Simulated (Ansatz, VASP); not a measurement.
**One calculation of AlP, two programs**

```
CELL_PARAMETERS angstrom
0.00000 2.71683 2.71683
2.71683 0.00000 2.71683
2.71683 2.71683 0.00000
ATOMIC_POSITIONS crystal
Al 0.00000 0.00000 0.00000
P 0.25000 0.25000 0.25000
```

Alike in both runs: functional LDA; k mesh 8 × 8 × 8; occupations gaussian, width 0.02 eV; no spin polarisation.

Ansatz relaxed the structure, and its values are those at the end. VASP's run is a single point on that final structure, the one shown.

```csv
,VASP,Ansatz
version,VASP 6.6.1,Ansatz 0.2.0
potentials or method,"VASP PAW LDA potentials, release 64 (Al, P), cutoff 500 eV","scalar-relativistic, plane waves, PAW"
valence electrons in the cell,8,8
```

```tsv
	VASP	Ansatz	Ansatz less VASP
gap on the k mesh at the Fermi level (eV)	1.41	1.42	+0.005
least direct gap on the mesh (eV)	3.24	3.23	-0.016
pressure (GPa)	0.1	0.0	-0.05
```

Ansatz warns that its potentials were made for another functional, while VASP's fit it. LDA's correlation is that of Perdew and Zunger in VASP and of Perdew and Wang (1992) in Ansatz.
